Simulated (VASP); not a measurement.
# Pt (P6_3/mmc) in VASP: a series of runs

Pt is run at these levels: r2SCAN; tasks: single point.

Program: VASP 6.6.1. These are calculated values, not measurements. Logs are shortened: lines on timing, memory, paths and dates and some standing lists are left out, and cuts for length are marked.

## (1) The cell of the first run

The structure is hexagonal, space group P6_3/mmc (No. 194). The conventional cell has a = 2.761 Å, b = 2.761 Å, c = 4.912 Å, α = 90.00°, β = 90.00°, γ = 120.00°. Within 3.6 Å of Pt (site symmetry -6m2) lie 12 Pt at 2.76 to 2.93 Å.

## (2) Single point, r2SCAN (strain +0.000 along x and y, +0.025 along z)

The input, POSCAR:

```
Pt
1.0
    2.7606656158      0.0000000000      0.0000000000
   -1.3803328079      2.3908065546      0.0000000000
    0.0000000000      0.0000000000      4.9119373500
Pt
2
Direct
    0.6666666667      0.3333333333      0.7500000000
    0.3333333333      0.6666666667      0.2500000000
```

The input, INCAR.step1:

```
ALGO     = Normal         # electronic algorithm
EDIFF    = 1E-4           # SCF threshold, eV
ENCUT    = 520            # plane-wave cutoff, eV
GGA      = PE             # functional
ISMEAR   = 0              # smearing method
LASPH    = T              # aspherical terms in the spheres
LCHARG   = F              # write CHGCAR
LREAL    = F              # projectors in reciprocal space
LWAVE    = T              # write WAVECAR
NBANDS   = 17             # bands
NELM     = 100            # most SCF steps
PREC     = Accurate       # precision mode
SIGMA    = 0.15           # smearing width, eV
```

The input, INCAR.step2:

```
ALGO     = Normal         # electronic algorithm
EDIFF    = 1E-6           # SCF threshold, eV
ENCUT    = 520            # plane-wave cutoff, eV
ISIF     = 2              # what is computed and relaxed
ISMEAR   = 0              # smearing method
ISTART   = 1            
LASPH    = T              # aspherical terms in the spheres
LCHARG   = T              # write CHGCAR
LELF     = T              # ELF
LMIXTAU  = T            
LREAL    = F              # projectors in reciprocal space
LVHAR    = T            
LWAVE    = F              # write WAVECAR
METAGGA  = R2SCAN         # meta-GGA
NBANDS   = 17             # bands
NELM     = 100            # most SCF steps
PREC     = Accurate       # precision mode
SIGMA    = 0.15           # smearing width, eV
```

The input, KPOINTS:

```
k-points
0
Gamma
  18 18 10
```

Potentials or basis: VASP PAW PBE potentials, release 64 (Pt).

Started as:

```
$ cat potpaw_PBE.64/Pt/POTCAR > POTCAR
$ cp INCAR.step1 INCAR
$ mpirun -np 1 vasp_std > vasp.out
$ cp INCAR.step2 INCAR
$ mpirun -np 1 vasp_std > vasp.out
```

OUTCAR:

```text
EDIFF = 1E-6
   ENCUT = 520
   ISIF = 2
   ISMEAR = 0
   ISTART = 1
   LASPH = T
   LREAL = F
   METAGGA = R2SCAN
   NELM = 100
   PREC = Accurate

 ion  position               nearest neighbor table
   1  0.667  0.333  0.750-   2 2.93   2 2.93   2 2.93   2 2.93   2 2.93   2 2.93
   2  0.333  0.667  0.250-   1 2.93   1 2.93   1 2.93   1 2.93   1 2.93   1 2.93

  LATTYP: Found a hexagonal cell.
 ALAT       =     2.7606656158
 C/A-ratio  =     1.7792583506

  Lattice vectors:

 A1 = (   2.7606656158,   0.0000000000,   0.0000000000)
 A2 = (  -1.3803328079,   2.3908065546,   0.0000000000)
 A3 = (   0.0000000000,   0.0000000000,   4.9119373500)

Analysis of symmetry for initial positions (statically):
=====================================================================
 Subroutine PRICEL returns:
 Original cell was already a primitive cell.

 Routine SETGRP: Setting up the symmetry group for a
 hexagonal supercell.

 Subroutine GETGRP returns: Found 24 space group operations
 (whereof 12 operations were pure point group operations)
 out of a pool of 24 trial point group operations.

The static configuration has the point symmetry D_3d.
 The point group associated with its full space group is D_6h.

Analysis of symmetry for dynamics (positions and initial velocities):
=====================================================================
 Subroutine PRICEL returns:
 Original cell was already a primitive cell.

 Routine SETGRP: Setting up the symmetry group for a
 hexagonal supercell.

 Subroutine GETGRP returns: Found 24 space group operations
 (whereof 12 operations were pure point group operations)
 out of a pool of 24 trial point group operations.

The dynamic configuration has the point symmetry D_3d.
 The point group associated with its full space group is D_6h.

 Subroutine INISYM returns: Found 24 space group operations
 (whereof 12 operations are pure point group operations),
 and found     1 'primitive' translations

----------------------------------------------------------------------------------------

                                     Primitive cell

  volume of cell :      32.4199

  direct lattice vectors                    reciprocal lattice vectors
     2.760665616  0.000000000  0.000000000     0.362231483  0.209134444  0.000000000
    -1.380332808  2.390806555  0.000000000     0.000000000  0.418268888  0.000000000
     0.000000000  0.000000000  4.911937350     0.000000000  0.000000000  0.203585659

  length of vectors
     2.760665616  2.760665616  4.911937350     0.418268888  0.418268888  0.203585659

  position of ions in fractional coordinates (direct lattice)
     0.666666667  0.333333333  0.750000000
     0.333333333  0.666666667  0.250000000

  ion indices of the primitive-cell ions
   primitive index   ion index
                 1           1
                 2           2

----------------------------------------------------------------------------------------

 KPOINTS: k-points

Automatic generation of k-mesh.
 Grid dimensions read from file:
 generate k-points for:   18   18   10

 Generating k-lattice:

  Cartesian coordinates                     Fractional coordinates (reciprocal lattice)
     0.020123971  0.011618580  0.000000000     0.055555556 -0.000000000  0.000000000
     0.000000000  0.023237160  0.000000000     0.000000000  0.055555556  0.000000000
     0.000000000  0.000000000  0.020358566     0.000000000  0.000000000  0.100000000

  Length of vectors
     0.023237160  0.023237160  0.020358566

  Shift w.r.t. Gamma in fractional coordinates (k-lattice)
     0.000000000  0.000000000  0.000000000

 Subroutine IBZKPT returns following result:
 ===========================================

 Found    222 irreducible k-points:

 Following reciprocal coordinates:
            Coordinates               Weight
  0.000000  0.000000  0.000000      1.000000
  0.055556  0.000000  0.000000      6.000000
  0.111111  0.000000  0.000000      6.000000
  0.166667  0.000000  0.000000      6.000000
  0.222222  0.000000  0.000000      6.000000
  0.277778  0.000000  0.000000      6.000000
[... 16 lines left out ...]
  0.333333  0.111111  0.000000     12.000000
  0.388889  0.111111  0.000000     12.000000
 [... further k-points ...]
   k-points           NKPTS =    222   k-points in BZ     NKDIM =    222   number of bands    NBANDS=     17
   number of dos      NEDOS =    301   number of ions     NIONS =      2
   total plane-waves  NPLWV =  23040
   dimension x,y,z NGX =    24 NGY =   24 NGZ =   40
   dimension x,y,z NGXF=    48 NGYF=   48 NGZF=   80
   ions per type =               2
   NGX,Y,Z   is equivalent  to a cutoff of  14.45, 14.45, 13.54 a.u.
   NGXF,Y,Z  is equivalent  to a cutoff of  28.91, 28.91, 27.08 a.u.
 SYSTEM =  unknown system
   PREC   = accura    normal or accurate (medium, high low for compatibility)
   ISTART =      1    job   : 0-new  1-cont  2-samecut
   ICHARG =      0    charge: 1-file 2-atom 10-const
   ISPIN  =      1    spin polarized calculation?
   LNONCOLLINEAR =      F non collinear calculations
   LSORBIT =      F    spin-orbit coupling
   LASPH  =      T    aspherical Exc in radial PAW
   ENCUT  =  520.0 eV  38.22 Ry    6.18 a.u.   5.13  5.13  9.13*2*pi/ulx,y,z
   NELM   =    100;   NELMIN=  2; NELMDL=  0     # of ELM steps
   EDIFF  = 0.1E-05   stopping-criterion for ELM
   LREAL  =      F    real-space projection
   EDIFFG = 0.1E-04   stopping-criterion for IOM
   NSW    =      0    number of steps for IOM
   IBRION =     -1    ionic relax: 0-MD 1-quasi-New 2-CG
   NFREE  =      0    steps in history (QN), initial steepest desc. (CG)
   ISIF   =      2    stress and relaxation
   ISYM   =      2    0-nonsym 1-usesym 2-fastsym
   POTIM  = 0.5000    time-step for ionic-motion
   TEBEG  =    0.0;   TEEND  =   0.0 temperature during run
   PSTRESS=    0.0 pullay stress
   NELECT =      20.0000    total number of electrons
   NUPDOWN=      -1.0000    fix difference up-down
   EMIN   =  10.00;   EMAX   =-10.00  energy-range for DOS
   EFERMI =   0.00;   METHOD = LEGACY
   ISMEAR =     0;   SIGMA  =   0.15  broadening in eV -4-tet -1-fermi 0-gaus
   EFERMI_NEDOS =   21; number of points for ismear=-14 and -15
   IALGO  =     38    algorithm
   IMIX   =      4    mixing-type and parameters
     AMIX     =   0.40;   BMIX     =  1.00
     AMIX_MAG =   1.60;   BMIX_MAG =  1.00
  volume/ion in A,a.u.               =      16.21       109.39
  Fermi-wavevector in a.u.,A,eV,Ry     =   1.393631  2.633581 26.425337  1.942207
  Thomas-Fermi vector in A             =   2.517258
   LORBIT       =      0    0 simple, 1 ext, 2 COOP (PROOUT), +10 PAW based schemes
   METAGGA = R2SCAN    functional components
   LHFCALC =     F    Hartree Fock is set to
   AEXX    =    0.0000 exact exchange contribution
   IVDW    =     0    specifies the selected vdW correction
   LEPSILON=     F    determine dielectric tensor
   LRPA    =     F    only Hartree local field effects (RPA)
 non-spin polarized calculation
 Gauss-broadening in eV      SIGMA  =   0.15
  energy-cutoff  :      520.00
  volume of cell :       32.42
 maximum number of plane-waves:       894
 NGX is ok and might be reduce to    24
   NGX = 11   NGY = 11   NGZ = 19

 number of electron      20.0000002 magnetization

 Free energy of the ion-electron system (eV)
  ---------------------------------------------------
  ext. energy  EPLUGINS =         0.00000000
  ---------------------------------------------------
  free energy    TOTEN  =      -102.84086923 eV

  energy without entropy =     -102.80531571  energy(sigma->0) =     -102.82309247

 E-fermi :   9.6459     XC(G=0): -14.1081

 val. band max:        9.6427561501   @ k =   0.3889   0.0000   0.5000
 cond. band min:       9.6475800112   @ k =   0.2778   0.1667   0.5000
 fundamental gap:      0.0048238611
 Fermi energy:         9.6459233520

 k-point     1 :       0.0000    0.0000    0.0000
  band No.  band energies     occupation
      1       0.0010      2.00000
      2       2.5275      2.00000
      3       5.6128      2.00000
      4       6.2440      2.00000
      5       6.2440      2.00000
      6       6.5620      2.00000
[... 9 lines left out ...]
     16      27.8364      0.00000
     17      31.8294      0.00000

 k-point     2 :       0.0556    0.0000    0.0000
  band No.  band energies     occupation
      1       0.1185      2.00000
      2       2.6382      2.00000
      3       5.6253      2.00000
      4       6.2166      2.00000
      5       6.3325      2.00000
      6       6.5036      2.00000
[... 9 lines left out ...]
     16      27.9832      0.00000
     17      31.0679      0.00000

 k-point     3 :       0.1111    0.0000    0.0000
  band No.  band energies     occupation
      1       0.4620      2.00000
      2       2.9510      2.00000
      3       5.6011      2.00000
      4       6.1844      2.00000
      5       6.3887      2.00000
      6       6.5938      2.00000
[... 9 lines left out ...]
     16      28.1481      0.00000
     17      29.9958      0.00000

 k-point     4 :       0.1667    0.0000    0.0000
  band No.  band energies     occupation
      1       1.0017      2.00000
      2       3.3905      2.00000
      3       5.4926      2.00000
      4       6.0244      2.00000
      5       6.4185      2.00000
      6       6.5402      2.00000
[... 9 lines left out ...]
     16      28.2777      0.00000
     17      28.6004      0.00000

 k-point     5 :       0.2222    0.0000    0.0000
  band No.  band energies     occupation
      1       1.6749      2.00000
      2       3.7588      2.00000
      3       5.5060      2.00000
      4       5.7188      2.00000
      5       5.8096      2.00000
      6       6.9739      2.00000
[... 9 lines left out ...]
     16      27.1935      0.00000
     17      28.7633      0.00000

 k-point     6 :       0.2778    0.0000    0.0000
  band No.  band energies     occupation
      1       2.3646      2.00000
      2       3.8156      2.00000
      3       5.1322      2.00000
      4       5.6856      2.00000
      5       5.8960      2.00000
      6       6.9004      2.00000
[... 9 lines left out ...]
     16      26.1974      0.00000
     17      28.1420      0.00000
[... 281 lines left out ...]
 k-point    21 :       0.2222    0.1111    0.0000
  band No.  band energies     occupation
      1       2.6950      2.00000
      2       4.1858      2.00000
      3       5.0861      2.00000
      4       5.3352      2.00000
      5       5.8336      2.00000
      6       6.5169      2.00000
[... 9 lines left out ...]
     16      26.4689      0.00000
     17      28.3221      0.00000

 k-point    22 :       0.2778    0.1111    0.0000
  band No.  band energies     occupation
      1       3.2636      2.00000
      2       3.9990      2.00000
      3       4.6829      2.00000
      4       5.6361      2.00000
      5       6.1878      2.00000
      6       6.3407      2.00000
[... 9 lines left out ...]
     16      25.5909      0.00000
     17      26.0360      0.00000

 k-point    23 :       0.3333    0.1111    0.0000
  band No.  band energies     occupation
      1       3.5441      2.00000
      2       3.7988      2.00000
      3       4.3876      2.00000
      4       6.0702      2.00000
      5       6.2401      2.00000
      6       6.6316      2.00000
[... 9 lines left out ...]
     16      23.9439      0.00000
     17      24.7777      0.00000

 k-point    24 :       0.3889    0.1111    0.0000
  band No.  band energies     occupation
      1       3.5973      2.00000
      2       3.6859      2.00000
      3       4.2078      2.00000
      4       6.2095      2.00000
      5       6.5440      2.00000
      6       6.5889      2.00000
[... 9 lines left out ...]
     16      22.4716      0.00000
     17      24.0950      0.00000

 [... further k-points ...]

------------------------ aborting loop because EDIFF is reached ----------------------------------------

  FORCE on cell =-STRESS in cart. coord.  units (eV):
  Direction    XX          YY          ZZ          XY          YZ          ZX
  --------------------------------------------------------------------------------------
  -------------------------------------------------------------------------------------
  Total       -1.9940896     -1.9940896     -2.4187239      0.0000000     -0.0000000      0.0000000
  in kB      -98.5471781    -98.5471781   -119.5324468      0.0000000     -0.0000000      0.0000000
  external PRESSURE =    -105.5422677 kB  Pullay stress =       0.0000000 kB

 VOLUME and BASIS-vectors are now :
 -----------------------------------------------------------------------------
  energy-cutoff  :      520.00
  volume of cell :       32.42
      direct lattice vectors                 reciprocal lattice vectors
     2.760665616  0.000000000  0.000000000     0.362231483  0.209134444  0.000000000
    -1.380332808  2.390806555  0.000000000     0.000000000  0.418268888  0.000000000
     0.000000000  0.000000000  4.911937350     0.000000000  0.000000000  0.203585659

 POSITION                                       TOTAL-FORCE (eV/Angst)
 -----------------------------------------------------------------------------------
      1.38033      0.79694      3.68395         0.000000      0.000000      0.000000
     -0.00000      1.59387      1.22798        -0.000000     -0.000000      0.000000
 -----------------------------------------------------------------------------------
    total drift:                               -0.000000      0.000000     -0.000000

  FREE ENERGIE OF THE ION-ELECTRON SYSTEM (eV)
  ---------------------------------------------------
  free  energy   TOTEN  =      -102.8408692304 eV

  energy  without entropy=     -102.8053157117  energy(sigma->0) =     -102.82309247
```

Run time: 4.7 min. Hardware: 1 thread of Intel Xeon Platinum 8259CL at 2.50GHz (Skylake/Cascade Lake), shared host; peak memory 0.24 GiB.

What came out:

```yaml
Free_energy: -102.8409 eV
Pressure: -10.6 GPa
Band_gap_on_the_k_mesh: zero (band 10 reaches 10.22 eV, above the bottom of band 11 at 8.86 eV)
```

Caveat: the cell differs from its parent crystal (strain +0.000 along x and y, +0.025 along z); the PAW data sets were made with another functional, which shifts forces and pressure a little; spin-orbit coupling is left out, which moves the levels of the heavy elements.

## (3) Single point, r2SCAN (strain +0.025 along x and y, -0.025 along z)

The input, POSCAR:

```
Pt
1.0
    2.8296822562      0.0000000000      0.0000000000
   -1.4148411281      2.4505767185      0.0000000000
    0.0000000000      0.0000000000      4.6723306500
Pt
2
Direct
    0.6666666667      0.3333333333      0.7500000000
    0.3333333333      0.6666666667      0.2500000000
```

The input, INCAR.step1:

```
SYSTEM = Pt
ALGO = Normal
EDIFF = 1E-4
ENCUT = 520
GGA = PE
ISMEAR = 0
LASPH = .TRUE.
LCHARG = .FALSE.
LREAL = .FALSE.
LWAVE = .TRUE.
NBANDS = 17
NELM = 80
PREC = Accurate
SIGMA = 0.15
```

The input, INCAR.step2:

```
SYSTEM = Pt
ALGO = Normal
EDIFF = 1E-7
ENCUT = 520
ISIF = 2
ISMEAR = 0
ISTART = 1
LASPH = .TRUE.
LCHARG = .FALSE.
LMIXTAU = .TRUE.
LREAL = .FALSE.
LWAVE = .FALSE.
METAGGA = R2SCAN
NBANDS = 17
NELM = 80
PREC = Accurate
SIGMA = 0.15
```

The input, KPOINTS:

```
k-points
0
G
  18 18 10
  0 0 0
```

Potentials or basis: VASP PAW PBE potentials, release 64 (Pt).

Started as:

```
$ cat potpaw_PBE.64/Pt/POTCAR > POTCAR
$ cp INCAR.step1 INCAR
$ mpirun -np 1 vasp_std > vasp.out
$ cp INCAR.step2 INCAR
$ mpirun -np 1 vasp_std > vasp.out
```

Run time: 5.1 min. Hardware: 1 thread of Intel Xeon Platinum 8259CL at 2.50GHz (Skylake/Cascade Lake), shared host; peak memory 0.24 GiB.

It converged, with:

```
Free energy            : -102.8067 eV
Pressure               : -11.4 GPa
Band gap on the k mesh : zero (band 10 reaches 10.00 eV, above the bottom of band 11 at 8.80 eV)
```

Stress tensor (GPa, compression positive):
```
-14.04   0.00   0.00
  0.00 -14.04   0.00
  0.00   0.00  -6.24
```

Levels at points of the mesh, in eV from the Fermi level:
```
           k point  band 7  band 8  band 9  band 10  band 11  band 12  band 13  band 14
(0.00, 0.00, 0.00)   -2.93   -2.16   -2.16    -0.28    -0.28    -0.06     5.42    15.85
(0.50, 0.00, 0.00)   -2.64    0.06    0.10     0.32     2.27     3.64     7.75     9.52
(0.00, 0.00, 0.50)   -3.43   -3.43   -0.88    -0.88    -0.88    -0.88    13.49    13.49
(0.50, 0.00, 0.50)   -0.78   -0.78    0.22     0.22     1.86     1.86     6.43     6.43
```

Caveat: the cell differs from its parent crystal (strain +0.025 along x and y, -0.025 along z); the PAW data sets were made with another functional, which shifts forces and pressure a little; spin-orbit coupling is left out, which moves the levels of the heavy elements.
